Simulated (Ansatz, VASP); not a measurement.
# Two plane-wave programs on As

POSCAR

```
As
1.0
    3.5749013640      0.0000000000      0.0000000000
   -1.7874506820      3.0959553972      0.0000000000
    0.0000000000      0.0000000000     26.4156438000
As
2
Direct
    0.3333333333      0.6666666667      0.3206195636
    0.6666666667      0.3333333333      0.3724478490
```

File INCAR.step1:

```
SYSTEM = As
PREC = Accurate
ENCUT = 520
EDIFF = 1E-5
ISMEAR = 0
SIGMA = 0.01
LREAL = .FALSE.
LASPH = .TRUE.
NELM = 80
ALGO = Normal
ISIF = 2
LWAVE = .TRUE.
LDIPOL = .TRUE.
IDIPOL = 3
DIPOL = 0.5 0.5 0.347
NBANDS = 12
GGA = PE
```

File INCAR.step2:

```
SYSTEM = As
PREC = Accurate
ENCUT = 520
EDIFF = 1E-6
ISMEAR = 0
SIGMA = 0.01
LREAL = .FALSE.
LASPH = .TRUE.
NELM = 80
ALGO = Normal
ISIF = 2
LWAVE = .FALSE.
LCHARG = .TRUE.
LDIPOL = .TRUE.
IDIPOL = 3
DIPOL = 0.5 0.5 0.347
GGA = PE
LHFCALC = .TRUE.
AEXX = 1.0
ALDAC = 0.0
AGGAC = 0.0
PRECFOCK = Normal
LELF = .TRUE.
LVHAR = .TRUE.
LVACPOTAV = .TRUE.
NBANDS = 12
ISTART = 1
```

Contents of KPOINTS:

```
Automatic mesh
0
G
  6 6 1
  0 0 0
```

Input for Ansatz:

```yaml
crystal:
  lattice:
    - [3.574901364, 0.0, 0.0]
    - [-1.787450682, 3.0959553972, 0.0]
    - [0.0, 0.0, 26.4156438]
  atoms:
    - { symbol: As, position: [0.3333333333, 0.6666666667, 0.3206195636] }
    - { symbol: As, position: [0.6666666667, 0.3333333333, 0.372447849] }
  periodic: [true, true, false]
kpoints:
  mp_grid: { grid: [6, 6, 1] }
  band_path:
    path:
      - [0.0, 0.0, 0.0]
      - [0.5, 0.0, 0.0]
      - [0.3333333333, 0.3333333333, 0.0]
      - [0.0, 0.3125, 0.0]
    npoints: 1
hamiltonian:
  xc: hf
scf:
  occupations: { method: fixed }
  n_extra_bands: 4
output:
  forces: true
  stress: true
  eigenvalues: true
  write_density: true
  write_potential: true
  elf: true
  volumetric_format: npy
```

Alike in both runs: task single point; functional HF; k mesh 6 × 6 × 1; no spin polarisation.

|  | VASP | Ansatz |
| --- | --- | --- |
| version | VASP 6.6.1 | Ansatz 0.2.0 |
| potentials or method | VASP PAW PBE potentials, release 64 (As) | plane waves, PAW |
| plane-wave cutoff (eV) | 520 | 420 |
| occupations | gaussian, width 0.01 eV | fixed |
| valence electrons in the cell | 10 | 30 |

|  | VASP | Ansatz | Ansatz less VASP |
| --- | --- | --- | --- |
| gap on the k mesh at the Fermi level (eV) | 7.45 | 7.29 | -0.160 |
| rms of the force components (eV/Å) | 0.611 | 0.444 | -0.1664 |

VASP's potentials were made for PBE, not for HF. Atom by atom the forces differ by 0.166 eV/Å (rms over components). VASP's potentials hold 10 valence electrons a cell and Ansatz's 30, so a difference there can come from the potentials and not from the codes. Ansatz's warnings: stress exchange threshold loose, stress scf threshold loose.
